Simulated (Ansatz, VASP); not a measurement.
One calculation of LiF, two programs

File INCAR:

```
SYSTEM = LiF
PREC = Accurate
ENCUT = 520
EDIFF = 1E-7
ISMEAR = 0
SIGMA = 0.05
LREAL = .FALSE.
LASPH = .TRUE.
NELM = 100
ALGO = Normal
ISIF = 2
LWAVE = .FALSE.
LCHARG = .FALSE.
GGA = PE
NBANDS = 18
```

The input KPOINTS:

```
Automatic mesh
0
G
  9 9 6
  0 0 0
```

Contents of POSCAR:

```
LiF
1.0
    3.0467389106      0.0000000000      0.0000000000
   -1.5233694553      2.6385532953      0.0000000000
    0.0000000000      0.0000000000      5.1599570191
Li F
2 2
Direct
    0.3333333333      0.6666666667      0.4218720114
    0.6666666667      0.3333333333      0.9218720114
    0.3333333333      0.6666666667      0.9939266766
    0.6666666667      0.3333333333      0.4939266766
```

Input for Ansatz:

```yaml
crystal:
  lattice:
    - [3.0467389106, 0.0, 0.0]
    - [-1.5233694553, 2.6385532953, 0.0]
    - [0.0, 0.0, 5.1599570191]
  atoms:
    - { symbol: Li, position: [0.3333333333, 0.6666666667, 0.4218720114] }
    - { symbol: Li, position: [0.6666666667, 0.3333333333, 0.9218720114] }
    - { symbol: F, position: [0.3333333333, 0.6666666667, 0.9939266766] }
    - { symbol: F, position: [0.6666666667, 0.3333333333, 0.4939266766] }
basis:
  ecutwfc: 520.0
kpoints:
  mp_grid: { grid: [9, 9, 6] }
hamiltonian:
  xc: pbe
scf:
  occupations: { method: gaussian, width: 0.05 }
output:
  forces: true
  stress: true
  eigenvalues: true
```

Alike in both runs: task single point; functional PBE; k mesh 9 × 9 × 6; occupations gaussian, width 0.05 eV; no spin polarisation.

|  | VASP | Ansatz |
| --- | --- | --- |
| version | VASP 6.6.1 | Ansatz 0.2.0 |
| potentials or method | VASP PAW PBE potentials, release 64 (Li_sv, F), cutoff 520 eV | scalar-relativistic, plane waves, PAW |
| valence electrons in the cell | 20 | 20 |

```tsv
	VASP	Ansatz	Ansatz less VASP
gap on the k mesh at the Fermi level (eV)	7.48	7.50	+0.014
least direct gap on the mesh (eV)	7.48	7.50	+0.014
rms of the force components (eV/Å)	0.202	0.192	-0.0101
```

Atom by atom the forces differ by 0.010 eV/Å (rms over components). With one functional, cell and mesh, what is left measures potentials, basis and numerics.

Noted on VASP's run: the cutoff is short for stress, so the pressure is rough.
